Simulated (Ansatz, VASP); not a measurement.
# TlCl: VASP beside Ansatz

```
CELL_PARAMETERS angstrom
3.79363 0.00000 0.00000
0.00000 3.79363 0.00000
0.00000 0.00000 3.79363
ATOMIC_POSITIONS crystal
Tl 0.00000 0.00000 0.00000
Cl 0.50000 0.50000 0.50000
```

Alike in both runs: task single point; functional r2SCAN0; k mesh 4 × 4 × 4; no spin polarisation.

|  | VASP | Ansatz |
| --- | --- | --- |
| version | VASP 6.6.1 | Ansatz 0.2.0 |
| potentials or method | VASP PAW PBE potentials, release 64 (Tl_d, Cl) | plane waves, PAW |
| plane-wave cutoff (eV) | 440 | 500 |
| occupations | gaussian, width 0.01 eV | fixed |
| valence electrons in the cell | 20 | 20 |

```tsv
	VASP	Ansatz	Ansatz less VASP
gap on the k mesh at the Fermi level (eV)	3.73	3.69	-0.039
pressure (GPa)	1.1	1.2	+0.17
```

VASP's potentials were made for PBE, not for r2SCAN0. Ansatz's warnings: stress exchange threshold loose, stress scf threshold loose.

Neither program's run includes spin-orbit coupling.
